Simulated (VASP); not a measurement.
A run of VASP 6.6.1 is set up as follows.

File POSCAR:

```
Rh
1.0
    4.0127279012      0.0000000000      0.0000000000
    0.0000000000      4.0127279012      0.0000000000
   -2.0063639506      0.0000000000      1.7797214446
Rh
2
Direct
    0.0000000000      0.0000000000      0.0000000000
    0.5000000000      0.5000000000      0.0000000000
```

INCAR.step1

```
SYSTEM = Rh
ALGO     = Normal         ! electronic algorithm
EDIFF    = 1E-4           ! SCF threshold, eV
ENCUT    = 520            ! plane-wave cutoff, eV
GGA      = PE             ! functional
ISMEAR   = 0              ! smearing method
ISYM     = 0            
LASPH    = .TRUE.         ! aspherical terms in the spheres
LCHARG   = .FALSE.        ! write CHGCAR
LREAL    = .FALSE.        ! projectors in reciprocal space
LWAVE    = .TRUE.         ! write WAVECAR
NBANDS   = 22             ! bands
NELM     = 100            ! most SCF steps
PREC     = Accurate       ! precision mode
SIGMA    = 0.1            ! smearing width, eV
```

INCAR.step2

```
SYSTEM = Rh
ALGO     = Normal         ! electronic algorithm
EDIFF    = 1E-6           ! SCF threshold, eV
ENCUT    = 520            ! plane-wave cutoff, eV
ISIF     = 2              ! what is computed and relaxed
ISMEAR   = 0              ! smearing method
ISTART   = 1            
ISYM     = 0            
LASPH    = .TRUE.         ! aspherical terms in the spheres
LCHARG   = .FALSE.        ! write CHGCAR
LMIXTAU  = .TRUE.       
LREAL    = .FALSE.        ! projectors in reciprocal space
LWAVE    = .FALSE.        ! write WAVECAR
METAGGA  = R2SCAN         ! meta-GGA
NBANDS   = 22             ! bands
NELM     = 100            ! most SCF steps
PREC     = Accurate       ! precision mode
SIGMA    = 0.1            ! smearing width, eV
```

File KPOINTS:

```
k-points
0
G
  9 9 19
  0 0 0
```

Potentials or basis: VASP PAW PBE potentials, release 64 (Rh_pv).

Run with:

```bash
$ cat potpaw_PBE.64/Rh_pv/POTCAR > POTCAR
$ cp INCAR.step1 INCAR
$ mpirun -np 1 vasp_std > vasp.out
$ cp INCAR.step2 INCAR
$ mpirun -np 1 vasp_std > vasp.out
```

**Question.** What does it give for the pressure?

**Answer.** -8.2 GPa.

**Question.** Predict the band gap on the k mesh.

**Answer.** Zero (bands 15 and 16 overlap by 2.19 eV).

Stress tensor (GPa, compression positive):
```
-15.50   0.00   0.05
  0.00 -15.47   0.00
  0.05   0.00   6.23
```

Caveat: the cell stands under tension; the PAW data sets were made with another functional, which shifts forces and pressure a little.
